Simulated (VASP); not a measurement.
Crystal: In.

```
In
1.0
    -1.62547    1.62547    2.47370
     1.62547   -1.62547    2.47370
     1.62547    1.62547   -2.47370
In
1
Direct
  0.00000 0.00000 0.00000
```

Base run:

```yaml
Program: VASP 6.6.1
Functional: PBE
Potentials_or_basis: VASP PAW PBE potentials, release 64 (In_d)
Cutoff: 520 eV
k_mesh: 11 × 11 × 11
Occupations: fermi-dirac, width 0.05 eV
Spin: no spin polarisation
```

Its results: pressure 2.0 GPa.

Problem. After a change of settings the same cell gave: pressure 3.7 GPa. Which change was it?
A. functional from PBE to RPBE
B. occupations from fermi-dirac, width 0.05 eV to gaussian, width 0.023 eV; further incar settings from ALGO = Normal; EDIFF = 1e-06; NBANDS = 12 to ALGO = Normal; EDIFF = 1e-07; NBANDS = 12
C. functional from PBE to r2SCAN
D. occupations from fermi-dirac, width 0.05 eV to gaussian, width 0.011 eV

Solution. A.

RPBE binds less tightly than PBE, so the same cell stands under more pressure.

Caveats: the PAW data sets were made with another functional, which shifts forces and pressure a little (some runs).
